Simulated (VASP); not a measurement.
Wanted: the native input for a VASP 6.6.1 run.

* Task: single point
* Functional: PBEsol
* Potentials or basis: VASP PAW PBE potentials, release 64 (Ti_sv, C)
* Cutoff: 520 eV
* k mesh: 18 × 18 × 18
* Occupations: gaussian, width 0.15 eV
* Spin: no spin polarisation
* Dipole correction: no
* Further INCAR settings: ALGO = Normal; EDIFF = 1e-06; NBANDS = 15

The structure of TiC lies in POSCAR:

```
TiC
1.0
    0.0000000000      2.0990800000      2.1315400000
    2.0990800000      0.0000000000      2.1315400000
    2.0990800000      2.0990800000      0.0000000000
Ti C
1 1
Direct
    0.0000000000      0.0000000000      0.0000000000
    0.5000000000      0.5000000000      0.5000000000
```

This cell differs from its parent crystal: strain -0.030 along x and y, -0.015 along z.

The input as run:

INCAR

```
SYSTEM = TiC
PREC     = Accurate       ! precision mode
ENCUT    = 520            ! plane-wave cutoff, eV
EDIFF    = 1E-6           ! SCF threshold, eV
ISMEAR   = 0              ! smearing method
SIGMA    = 0.15           ! smearing width, eV
LREAL    = .FALSE.        ! projectors in reciprocal space
LASPH    = .TRUE.         ! aspherical terms in the spheres
NELM     = 100            ! most SCF steps
ALGO     = Normal         ! electronic algorithm
ISIF     = 2              ! what is computed and relaxed
LWAVE    = .FALSE.        ! write WAVECAR
LCHARG   = .FALSE.        ! write CHGCAR
GGA      = PS             ! functional
NBANDS   = 15             ! bands
```

KPOINTS

```
regular mesh
0
G
  18 18 18
  0 0 0
```

Potentials or basis: VASP PAW PBE potentials, release 64 (Ti_sv, C).

Command:

```bash
$ cat potpaw_PBE.64/Ti_sv/POTCAR potpaw_PBE.64/C/POTCAR > POTCAR
$ mpirun -np 1 vasp_std > vasp.out
```

Results of the run:

The pressure is 15.7 GPa and the band gap on the k mesh is zero (band 8 reaches 10.98 eV, above the bottom of band 9 at 9.79 eV).

Caveat: the cell differs from its parent crystal (strain -0.030 along x and y, -0.015 along z); the PAW data sets were made with another functional, which shifts forces and pressure a little.

Wall time 86 s on 1 thread of AMD EPYC 9R45 96-Core Processor (Zen 5), on a shared host, peak memory 0.23 GiB.
